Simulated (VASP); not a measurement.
# Pt (Fm-3m) in VASP: a series of runs

Runs on Pt. Level: LDA. Tasks: single point, relaxation of cell and atoms.

Everything below comes from runs of VASP 6.6.1. Logs are shortened: lines on timing, memory, paths and dates and some standing lists are left out, and cuts for length are marked.

**1. The cell of the first run**

The structure is cubic, space group Fm-3m (No. 225). The conventional cell has a = 3.894 Å, b = 3.894 Å, c = 3.894 Å, α = 90.00°, β = 90.00°, γ = 90.00°. Pt (site symmetry m-3m) has 12 Pt at 2.75 Å within 3.6 Å.

**2. Single point, LDA**

File INCAR:

```
  ALGO = Normal
  EDIFF = 1E-6
  ENCUT = 520
  GGA = CA
  ISIF = 2
  ISMEAR = -1
  LASPH = True
  LCHARG = True
  LELF = True
  LREAL = False
  LVHAR = True
  LWAVE = False
  NBANDS = 11
  NELM = 60
  PREC = Accurate
  SIGMA = 0.05
```

File KPOINTS:

```
k-points
0
Gamma
  18 18 18
```

File POSCAR:

```
Pt
1.0
    0.0000000000      1.9469837642      1.9469837642
    1.9469837642      0.0000000000      1.9469837642
    1.9469837642      1.9469837642      0.0000000000
Pt
1
Direct
    0.0000000000      0.0000000000      0.0000000000
```

Potentials or basis: VASP PAW LDA potentials, release 64 (Pt).

Run with:

```bash
> cat potpaw_LDA.64/Pt/POTCAR > POTCAR
> mpirun -np 1 vasp_std > vasp.out
```

OUTCAR:

```text
EDIFF = 1E-6
   ENCUT = 520
   GGA = CA
   ISIF = 2
   ISMEAR = -1
   LASPH = True
   LREAL = False
   NELM = 60
   PREC = Accurate

 ion  position               nearest neighbor table
   1  0.000  0.000  0.000-

  LATTYP: Found a face centered cubic cell.
 ALAT       =     3.8939675284

  Lattice vectors:

 A1 = (   0.0000000000,   1.9469837642,   1.9469837642)
 A2 = (   1.9469837642,   0.0000000000,   1.9469837642)
 A3 = (   1.9469837642,   1.9469837642,   0.0000000000)

Analysis of symmetry for initial positions (statically):
=====================================================================
 Subroutine PRICEL returns:
 Original cell was already a primitive cell.

 Routine SETGRP: Setting up the symmetry group for a
 face centered cubic supercell.

 Subroutine GETGRP returns: Found 48 space group operations
 (whereof 48 operations were pure point group operations)
 out of a pool of 48 trial point group operations.

The static configuration has the point symmetry O_h .

Analysis of symmetry for dynamics (positions and initial velocities):
=====================================================================
 Subroutine PRICEL returns:
 Original cell was already a primitive cell.

 Routine SETGRP: Setting up the symmetry group for a
 face centered cubic supercell.

 Subroutine GETGRP returns: Found 48 space group operations
 (whereof 48 operations were pure point group operations)
 out of a pool of 48 trial point group operations.

The dynamic configuration has the point symmetry O_h .

 Subroutine INISYM returns: Found 48 space group operations
 (whereof 48 operations are pure point group operations),
 and found     1 'primitive' translations

----------------------------------------------------------------------------------------

                                     Primitive cell

  volume of cell :      14.7610

  direct lattice vectors                    reciprocal lattice vectors
     0.000000000  1.946983764  1.946983764    -0.256807483  0.256807483  0.256807483
     1.946983764  0.000000000  1.946983764     0.256807483 -0.256807483  0.256807483
     1.946983764  1.946983764  0.000000000     0.256807483  0.256807483 -0.256807483

  length of vectors
     2.753450845  2.753450845  2.753450845     0.444803608  0.444803608  0.444803608

  position of ions in fractional coordinates (direct lattice)
     0.000000000  0.000000000  0.000000000

  ion indices of the primitive-cell ions
   primitive index   ion index
                 1           1

----------------------------------------------------------------------------------------

 KPOINTS: k-points

Automatic generation of k-mesh.
 Grid dimensions read from file:
 generate k-points for:   18   18   18

 Generating k-lattice:

  Cartesian coordinates                     Fractional coordinates (reciprocal lattice)
    -0.014267082  0.014267082  0.014267082     0.055555556  0.000000000  0.000000000
     0.014267082 -0.014267082  0.014267082     0.000000000  0.055555556  0.000000000
     0.014267082  0.014267082 -0.014267082     0.000000000  0.000000000  0.055555556

  Length of vectors
     0.024711312  0.024711312  0.024711312

  Shift w.r.t. Gamma in fractional coordinates (k-lattice)
     0.000000000  0.000000000  0.000000000

 Subroutine IBZKPT returns following result:
 ===========================================

 Found    195 irreducible k-points:

 Following reciprocal coordinates:
            Coordinates               Weight
  0.000000  0.000000  0.000000      1.000000
  0.055556  0.000000  0.000000      8.000000
  0.111111  0.000000  0.000000      8.000000
  0.166667  0.000000  0.000000      8.000000
  0.222222  0.000000  0.000000      8.000000
  0.277778  0.000000  0.000000      8.000000
[... 16 lines left out ...]
 -0.277778  0.055556  0.000000     24.000000
 -0.222222  0.055556  0.000000     24.000000
 [... further k-points ...]
   k-points           NKPTS =    195   k-points in BZ     NKDIM =    195   number of bands    NBANDS=     11
   number of dos      NEDOS =    301   number of ions     NIONS =      1
   total plane-waves  NPLWV =   8000
   dimension x,y,z NGX =    20 NGY =   20 NGZ =   20
   dimension x,y,z NGXF=    40 NGYF=   40 NGZF=   40
   ions per type =               1
   NGX,Y,Z   is equivalent  to a cutoff of  12.08, 12.08, 12.08 a.u.
   NGXF,Y,Z  is equivalent  to a cutoff of  24.15, 24.15, 24.15 a.u.
 SYSTEM =  unknown system
   PREC   = accura    normal or accurate (medium, high low for compatibility)
   ISTART =      0    job   : 0-new  1-cont  2-samecut
   ICHARG =      2    charge: 1-file 2-atom 10-const
   ISPIN  =      1    spin polarized calculation?
   LNONCOLLINEAR =      F non collinear calculations
   LSORBIT =      F    spin-orbit coupling
   LASPH  =      T    aspherical Exc in radial PAW
   ENCUT  =  520.0 eV  38.22 Ry    6.18 a.u.   5.12  5.12  5.12*2*pi/ulx,y,z
   NELM   =     60;   NELMIN=  2; NELMDL= -5     # of ELM steps
   EDIFF  = 0.1E-05   stopping-criterion for ELM
   LREAL  =      F    real-space projection
   EDIFFG = 0.1E-04   stopping-criterion for IOM
   NSW    =      0    number of steps for IOM
   IBRION =     -1    ionic relax: 0-MD 1-quasi-New 2-CG
   NFREE  =      0    steps in history (QN), initial steepest desc. (CG)
   ISIF   =      2    stress and relaxation
   ISYM   =      2    0-nonsym 1-usesym 2-fastsym
   POTIM  = 0.5000    time-step for ionic-motion
   TEBEG  =    0.0;   TEEND  =   0.0 temperature during run
   PSTRESS=    0.0 pullay stress
   NELECT =      10.0000    total number of electrons
   NUPDOWN=      -1.0000    fix difference up-down
   EMIN   =  10.00;   EMAX   =-10.00  energy-range for DOS
   EFERMI =   0.00;   METHOD = LEGACY
   ISMEAR =    -1;   SIGMA  =   0.05  broadening in eV -4-tet -1-fermi 0-gaus
   EFERMI_NEDOS =   21; number of points for ismear=-14 and -15
   IALGO  =     38    algorithm
   IMIX   =      4    mixing-type and parameters
     AMIX     =   0.40;   BMIX     =  1.00
     AMIX_MAG =   1.60;   BMIX_MAG =  1.00
  volume/ion in A,a.u.               =      14.76        99.61
  Fermi-wavevector in a.u.,A,eV,Ry     =   1.437813  2.717073 28.127421  2.067307
  Thomas-Fermi vector in A             =   2.556849
   LORBIT       =      0    0 simple, 1 ext, 2 COOP (PROOUT), +10 PAW based schemes
   GGA     = CA    functional components
   LHFCALC =     F    Hartree Fock is set to
   AEXX    =    0.0000 exact exchange contribution
   IVDW    =     0    specifies the selected vdW correction
   LEPSILON=     F    determine dielectric tensor
   LRPA    =     F    only Hartree local field effects (RPA)
 non-spin polarized calculation
  energy-cutoff  :      520.00
  volume of cell :       14.76
 maximum number of plane-waves:       411
   NGX = 11   NGY = 11   NGZ = 11

 number of electron      10.0000000 magnetization

 Free energy of the ion-electron system (eV)
  ---------------------------------------------------
  ext. energy  EPLUGINS =         0.00000000
  ---------------------------------------------------
  free energy    TOTEN  =        -7.51018260 eV

  energy without entropy =       -7.49412230  energy(sigma->0) =       -7.50215245

 E-fermi :  11.5656     XC(G=0): -13.8124

 val. band max:       11.5608422277   @ k =  -0.3333   0.3889   0.1111
 cond. band min:      11.5768026948   @ k =   0.3889   0.2222   0.0000
 fundamental gap:      0.0159604671
 Fermi energy:        11.5655662796

 k-point     1 :       0.0000    0.0000    0.0000
  band No.  band energies     occupation
      1       1.0736      2.00000
      2       7.6075      2.00000
      3       7.6075      2.00000
      4       7.6075      2.00000
      5       9.8775      2.00000
      6       9.8775      2.00000
      7      26.1203      0.00000
      8      31.1633      0.00000
      9      31.1633      0.00000
     10      31.1633      0.00000
     11      36.6957      0.00000

 k-point     2 :       0.0556    0.0000    0.0000
  band No.  band energies     occupation
      1       1.2009      2.00000
      2       7.5490      2.00000
      3       7.6591      2.00000
      4       7.6591      2.00000
      5       9.8476      2.00000
      6       9.8476      2.00000
      7      26.3238      0.00000
      8      30.5051      0.00000
      9      31.3632      0.00000
     10      31.3632      0.00000
     11      37.4398      0.00000

 k-point     3 :       0.1111    0.0000    0.0000
  band No.  band energies     occupation
      1       1.5712      2.00000
      2       7.3992      2.00000
      3       7.7947      2.00000
      4       7.7947      2.00000
      5       9.7831      2.00000
      6       9.7831      2.00000
      7      26.8804      0.00000
      8      29.1177      0.00000
      9      31.9453      0.00000
     10      31.9453      0.00000
     11      38.3449      0.00000

 k-point     4 :       0.1667    0.0000    0.0000
  band No.  band energies     occupation
      1       2.1427      2.00000
      2       7.2327      2.00000
      3       7.9482      2.00000
      4       7.9482      2.00000
      5       9.7634      2.00000
      6       9.7634      2.00000
      7      27.5354      0.00000
      8      27.5969      0.00000
      9      32.8539      0.00000
     10      32.8539      0.00000
     11      36.7641      0.00000
[... 239 lines left out ...]
 k-point    22 :      -0.3333    0.0556    0.0000
  band No.  band energies     occupation
      1       3.9937      2.00000
      2       7.7170      2.00000
      3       7.8351      2.00000
      4       8.2745      2.00000
      5      10.5802      2.00000
      6      11.3565      1.96991
      7      21.3903      0.00000
      8      26.8611      0.00000
      9      31.3493      0.00000
     10      33.3192      0.00000
     11      36.5256      0.00000

 k-point    23 :      -0.2778    0.0556    0.0000
  band No.  band energies     occupation
      1       3.7091      2.00000
      2       7.4435      2.00000
      3       7.9084      2.00000
      4       7.9846      2.00000
      5      10.0655      2.00000
      6      10.8320      2.00000
      7      23.4476      0.00000
      8      27.6211      0.00000
      9      32.3199      0.00000
     10      34.8637      0.00000
     11      35.1896      0.00000

 k-point    24 :      -0.2222    0.0556    0.0000
  band No.  band energies     occupation
      1       3.1539      2.00000
      2       7.1015      2.00000
      3       8.0197      2.00000
      4       8.0888      2.00000
      5       9.6629      2.00000
      6      10.3748      2.00000
      7      25.3517      0.00000
      8      28.1563      0.00000
      9      32.8073      0.00000
     10      34.1684      0.00000
     11      35.4303      0.00000

 [... further k-points ...]

------------------------ aborting loop because EDIFF is reached ----------------------------------------

  FORCE on cell =-STRESS in cart. coord.  units (eV):
  Direction    XX          YY          ZZ          XY          YZ          ZX
  --------------------------------------------------------------------------------------
  -------------------------------------------------------------------------------------
  Total        0.0702582      0.0702582      0.0702582      0.0000000      0.0000000      0.0000000
  in kB        7.6258895      7.6258895      7.6258895      0.0000000      0.0000000      0.0000000
  external PRESSURE =       7.6258895 kB  Pullay stress =       0.0000000 kB

 VOLUME and BASIS-vectors are now :
 -----------------------------------------------------------------------------
  energy-cutoff  :      520.00
  volume of cell :       14.76
      direct lattice vectors                 reciprocal lattice vectors
     0.000000000  1.946983764  1.946983764    -0.256807483  0.256807483  0.256807483
     1.946983764  0.000000000  1.946983764     0.256807483 -0.256807483  0.256807483
     1.946983764  1.946983764  0.000000000     0.256807483  0.256807483 -0.256807483

 POSITION                                       TOTAL-FORCE (eV/Angst)
 -----------------------------------------------------------------------------------
      0.00000      0.00000      0.00000         0.000000      0.000000     -0.000000
 -----------------------------------------------------------------------------------
    total drift:                               -0.000000     -0.000000     -0.000000

  FREE ENERGIE OF THE ION-ELECTRON SYSTEM (eV)
  ---------------------------------------------------
  free  energy   TOTEN  =        -7.5101825997 eV

  energy  without entropy=       -7.4941223042  energy(sigma->0) =       -7.50215245
```

It took 12 s on 1 thread of AMD EPYC 9R45 (Zen 5), shared host; peak memory 0.11 GiB.

What came out:

```
Free energy            : -7.5102 eV
Pressure               : 0.8 GPa
Band gap on the k mesh : zero (bands 5 and 6 overlap by 2.31 eV)
```

Caveat: spin-orbit coupling is left out, which moves the levels of the heavy elements.

[end of part 1 of 2]
